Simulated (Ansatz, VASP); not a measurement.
# CoSn3 in VASP and in Ansatz

INCAR

```
PREC = Accurate
ENCUT = 520
EDIFF = 1E-6
ISMEAR = 0
SIGMA = 0.1
LREAL = False
LASPH = True
NELM = 60
ALGO = Fast
ISIF = 2
LWAVE = False
LCHARG = False
GGA = PS
NBANDS = 34
```

Contents of KPOINTS:

```
regular mesh
0
Gamma
  10 10 10
```

File POSCAR:

```
CoSn3
1.0
    4.3976643260      0.0000000000      0.0000000000
    0.0000000000      4.3976643260      0.0000000000
    0.0000000000      0.0000000000      4.3976643260
Sn Co
3 1
Direct
    0.0000000000      0.5000000000      0.5000000000
    0.5000000000      0.0000000000      0.5000000000
    0.5000000000      0.5000000000      0.0000000000
    0.0000000000      0.0000000000      0.0000000000
```

Input for Ansatz:

```yaml
crystal:
  lattice:
    - [4.3976643244, 0.0, 0.0]
    - [0.0, 4.3976643244, 0.0]
    - [0.0, 0.0, 4.3976643244]
  atoms:
    - { symbol: Sn, position: [0.0, 0.5, 0.5] }
    - { symbol: Sn, position: [0.5, 0.0, 0.5] }
    - { symbol: Sn, position: [0.5, 0.5, 0.0] }
    - { symbol: Co, position: [0.0, 0.0, 0.0] }
basis:
  ecutwfc: 420
kpoints:
  mp_grid: { grid: [10, 10, 10] }
hamiltonian:
  xc: pbesol
scf:
  occupations: { method: gaussian, width: 0.1 }
  lower_state_search: "off"
output:
  forces: true
  stress: true
  eigenvalues: true
```

Alike in both runs: task single point; functional PBEsol; k mesh 10 × 10 × 10; occupations gaussian, width 0.1 eV; no spin polarisation.

|  | VASP | Ansatz |
| --- | --- | --- |
| version | VASP 6.6.1 | Ansatz 0.2.0 |
| potentials or method | VASP PAW PBE potentials, release 64 (Sn_d, Co), cutoff 520 eV | scalar-relativistic, plane waves, PAW |
| valence electrons in the cell | 51 | 59 |

```tsv
	VASP	Ansatz	Ansatz less VASP
gap on the k mesh at the Fermi level (eV)	none	none	-
pressure (GPa)	-1.3	-1.3	0.00
```

VASP's potentials were made for PBE, not for PBEsol. A gap of «none» marks a metal or a gap that the smearing closes. The functional is the same, so the differences come from potentials, cutoffs and numerics. VASP's potentials hold 51 valence electrons a cell and Ansatz's 59, so a difference there can come from the potentials and not from the codes.
